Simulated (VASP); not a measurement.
# CaB12: single point with PBE

The system is CaB12.

```
Ca B
1.0
    -3.02652    3.02652    3.02652
     3.02652   -3.02652    3.02652
     3.02652    3.02652   -3.02652
Ca B
1 12
Direct
  0.00000 0.00000 0.00000
  0.30081 0.65041 0.65041
  0.00000 0.65041 0.34959
  0.00000 0.34959 0.65041
  0.69919 0.34959 0.34959
  0.65041 0.30081 0.65041
  0.34959 0.00000 0.65041
  0.65041 0.00000 0.34959
  0.34959 0.69919 0.34959
  0.65041 0.65041 0.30081
  0.65041 0.34959 0.00000
  0.34959 0.65041 0.00000
  0.34959 0.34959 0.69919
```

The cell was generated, and may not be a known phase.

* Program: VASP 6.6.1
* Task: single point
* Functional: PBE
* Potentials or basis: VASP PAW PBE potentials, release 64 (Ca_sv, B)
* Cutoff: 520 eV
* k mesh: 6 × 6 × 6
* Occupations: gaussian, width 0.1 eV
* Spin: no spin polarisation
* Dipole correction: no
* Further INCAR settings: ALGO = Normal; EDIFF = 1e-06; NBANDS = 35

The pressure is -0.1 GPa and the band gap on the k mesh is zero (bands 23 and 24 overlap by 1.38 eV).

Levels at points of the mesh, in eV from the Fermi level:
```
           k point  band 19  band 20  band 21  band 22  band 23  band 24  band 25  band 26  band 27  band 28
(0.00, 0.00, 0.00)    -3.64    -0.07    -0.07    -0.07     0.39     0.39     0.39     1.25     1.25     1.25
(0.50, 0.00, 0.00)    -3.63    -2.98    -2.95    -2.77    -0.75    -0.10     1.02     2.17     2.69     3.13
(0.50, 0.50, 0.50)    -2.02    -2.02    -2.02    -1.98    -1.98     0.25     0.25     0.25     1.00     2.32
```

Wall time 2.2 min on 1 thread of Intel Xeon 8259CL, on a shared host, peak memory 0.25 GiB.
